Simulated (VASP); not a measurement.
A run of VASP 6.6.1 is set up as follows.

The input INCAR:

```
SYSTEM = MgCd3O
PREC     = Accurate       ! precision mode
ENCUT    = 600            ! plane-wave cutoff, eV
EDIFF    = 1E-7           ! SCF threshold, eV
ISMEAR   = 0              ! smearing method
SIGMA    = 0.1            ! smearing width, eV
LREAL    = .FALSE.        ! projectors in reciprocal space
LASPH    = .TRUE.         ! aspherical terms in the spheres
NELM     = 120            ! most SCF steps
ALGO     = Normal         ! electronic algorithm
ISIF     = 3              ! what is computed and relaxed
LWAVE    = .FALSE.        ! write WAVECAR
LCHARG   = .FALSE.        ! write CHGCAR
GGA      = PE             ! functional
IBRION   = 2              ! ionic algorithm
NSW      = 100            ! ionic steps
EDIFFG   = -0.01          ! ionic threshold
GGA_COMPAT= .FALSE.      
NELMIN   = 4
```

KPOINTS

```
regular mesh
0
G
  8 8 8
  0 0 0
```

Contents of POSCAR:

```
MgCd3O
1.0
    4.3997730117      0.0000000000      0.0000000000
    0.0000000000      4.3997730117      0.0000000000
    0.0000000000      0.0000000000      5.2405398577
Mg Cd O
1 3 1
Direct
    0.0000000000      0.0000000000      0.0397236179
    0.5000000000      0.5000000000      0.0869532290
    0.0000000000      0.5000000000      0.4849535881
    0.5000000000      0.0000000000      0.4849535881
    0.5000000000      0.5000000000      0.6713159769
```

Potentials or basis: VASP PAW PBE potentials, release 64 (Mg, Cd, O).

The run is started by

```console
$ cat potpaw_PBE.64/Mg/POTCAR potpaw_PBE.64/Cd/POTCAR potpaw_PBE.64/O/POTCAR > POTCAR
$ mpirun -np 1 vasp_std > vasp.out
```

Estimate the space group after relaxing (to 0.1 Å).

P4mm (No. 99).

Estimate the relaxed volume.

20.52 Å³/atom.

The path:
```csv
step,energy change (eV),largest force (eV/Å),pressure (GPa),volume (Å³)
1,0.0000,0.1565,0.56,101.45
2,-0.0147,0.1439,-0.10,102.49
3,-0.0176,0.2530,-0.60,103.36
4,-0.0254,0.1718,-0.17,102.63
5,-0.0271,0.1356,0.15,102.12
6,-0.0286,0.0306,0.01,102.41
7,-0.0286,0.0190,-0.01,102.48
8,-0.0287,0.0175,-0.01,102.46
9,-0.0289,0.0141,0.01,102.43
10,-0.0289,0.0127,0.01,102.42
11,-0.0289,0.0120,-0.01,102.47
12,-0.0289,0.0141,-0.04,102.54
13,-0.0289,0.0273,-0.10,102.68
14,-0.0289,0.0197,-0.07,102.60
15,-0.0290,0.0196,-0.06,102.60
16,-0.0290,0.0194,-0.06,102.60
17,-0.0290,0.0189,-0.04,102.59
18,-0.0291,0.0172,-0.02,102.58
19,-0.0291,0.0146,0.03,102.57
20,-0.0291,0.0151,0.01,102.57
21,-0.0291,0.0100,0.01,102.59
22,-0.0291,0.0051,0.01,102.61
```
